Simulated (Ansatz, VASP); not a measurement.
## H10CO6: VASP beside Ansatz

```
CELL_PARAMETERS angstrom
5.48148 0.00000 0.00000
0.00000 5.48148 0.00000
0.00000 0.00000 5.48148
ATOMIC_POSITIONS crystal
O 0.03399 0.04826 0.01663
O 0.86648 0.40156 0.64884
O 0.29020 0.69873 0.18421
O 0.64518 0.81045 0.81022
O 0.46063 0.25194 0.04284
O 0.46448 0.09947 0.42811
H 0.90735 0.96887 0.91172
H 0.10538 0.90430 0.10627
H 0.97133 0.32791 0.77235
H 0.72795 0.28923 0.64214
H 0.41574 0.70960 0.05453
H 0.25837 0.52584 0.20284
H 0.72313 0.65967 0.74441
H 0.56991 0.89393 0.66968
H 0.28834 0.17944 0.02385
H 0.76923 0.20693 0.23637
C 0.56821 0.18375 0.24891
```

Alike in both runs: functional PBE; dispersion D3(BJ); k mesh 1 × 1 × 1; occupations fermi-dirac, width 0.02 eV; no spin polarisation.

Ansatz relaxed the structure, and its values are those at the end. VASP's run is a single point on that final structure, the one shown.

|  | VASP | Ansatz |
| --- | --- | --- |
| version | VASP 6.6.1 | Ansatz 0.2.0 |
| potentials or method | VASP PAW PBE potentials, release 64 (O, H, C), cutoff 520 eV | scalar-relativistic, plane waves, PAW |
| valence electrons in the cell | 50 | 50 |

Ansatz gave:

| Property | Result |
| --- | --- |
| rms of the force components (eV/Å) | 0.067 |

Question: Which values does VASP return?

Answer: rms of the force components (eV/Å): 0.111.

Noted on VASP's run: the standard files for N, O and F lose accuracy on very short bonds.
